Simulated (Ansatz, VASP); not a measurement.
**Two plane-wave programs on MgO**

INCAR

```
SYSTEM = MgO
PREC = Accurate ; ENCUT = 750
EDIFF = 1E-6 ; ISMEAR = 0
SIGMA = 0.05 ; LREAL = .False.
LASPH = .True. ; NELM = 120
ALGO = Normal ; ISIF = 2
LWAVE = .False. ; LCHARG = .False.
GGA = CA ; NBANDS = 42
GGA_COMPAT = .False.
```

Contents of KPOINTS:

```
regular mesh
0
Gamma
  6 6 6
  0 0 0
```

File POSCAR:

```
MgO
1.0
    4.1607146133      0.0000000000      0.0000000000
    0.0000000000     -4.1607146133      0.0000000000
    0.0000000000      0.0000000000     -4.1607146133
Mg O
4 4
Direct
    0.0000000000      1.0000000000      1.0000000000
    0.5000000000      0.5000000000      1.0000000000
    0.5000000000      1.0000000000      0.5000000000
    0.0000000000      0.5000000000      0.5000000000
    0.5000000000      0.0000000000      0.0000000000
    0.0000000000      0.5000000000      0.0000000000
    0.0000000000      0.0000000000      0.5000000000
    0.5000000000      0.5000000000      0.5000000000
```

Input for Ansatz:

```yaml
crystal:
  lattice:
    - [4.1607146133, 0.0, 0.0]
    - [0.0, -4.1607146133, 0.0]
    - [0.0, 0.0, -4.1607146133]
  atoms:
    - { symbol: Mg, position: [0.0, 1.0, 1.0] }
    - { symbol: Mg, position: [0.5, 0.5, 1.0] }
    - { symbol: Mg, position: [0.5, 1.0, 0.5] }
    - { symbol: Mg, position: [0.0, 0.5, 0.5] }
    - { symbol: O, position: [0.5, 0.0, 0.0] }
    - { symbol: O, position: [0.0, 0.5, 0.0] }
    - { symbol: O, position: [0.0, 0.0, 0.5] }
    - { symbol: O, position: [0.5, 0.5, 0.5] }
basis:
  ecutwfc: 420
kpoints:
  mp_grid: { grid: [6, 6, 6] }
hamiltonian:
  xc: lda
  pseudopotentials: { kind: paw, azcp: { folder: soft_1 } }
scf:
  occupations: { method: gaussian, width: 0.05 }
output:
  forces: true
  stress: true
  eigenvalues: true
```

Alike in both runs: task single point; functional LDA; k mesh 6 × 6 × 6; occupations gaussian, width 0.05 eV; no spin polarisation.

```csv
,VASP,Ansatz
version,VASP 6.6.1,Ansatz 0.2.0
potentials or method,"VASP PAW LDA potentials, release 64 (Mg_sv, O), cutoff 750 eV","scalar-relativistic, plane waves, PAW"
valence electrons in the cell,64,64
```

Ansatz gave:

* gap on the k mesh at the Fermi level (eV): 5.03
* least direct gap on the mesh (eV): 5.03
* pressure (GPa): 0.0

**Question.** Which values does VASP return?

**Answer.** gap on the k mesh at the Fermi level (eV): 5.04; least direct gap on the mesh (eV): 5.04; pressure (GPa): -0.1.

Ansatz warns that its potentials were made for another functional, while VASP's fit it. LDA's correlation is that of Perdew and Zunger in VASP and of Perdew and Wang (1992) in Ansatz.
